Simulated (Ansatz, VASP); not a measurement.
## One calculation of NaCl, two programs

```
Cl Na
1.0
     3.50219    0.00000    0.00000
     0.00000    3.50219    0.00000
     0.00000    0.00000    3.50219
Cl Na
1 1
Cartesian
  1.7511 1.7511 1.7511
  0.0000 0.0000 0.0000
```

Alike in both runs: task single point; functional PBE; k mesh 3 × 3 × 3; occupations fermi-dirac, width 0.03 eV; no spin polarisation.

```csv
,VASP,Ansatz
version,VASP 6.6.1,Ansatz 0.2.0
potentials or method,"VASP PAW PBE potentials, release 64 (Cl, Na_pv), cutoff 500 eV","all-electron LAPW, scalar-relativistic"
```

|  | VASP | Ansatz | Ansatz less VASP |
| --- | --- | --- | --- |
| gap on the k mesh at the Fermi level (eV) | 4.08 | 4.09 | 0.000 |
| least direct gap on the mesh (eV) | 4.45 | 4.45 | +0.001 |
| pressure (GPa) | 0.5 | 0.6 | +0.09 |

Ansatz ran all-electron here, and VASP with PAW potentials.

The k mesh is coarse, so the values compare programs but aren't converged.
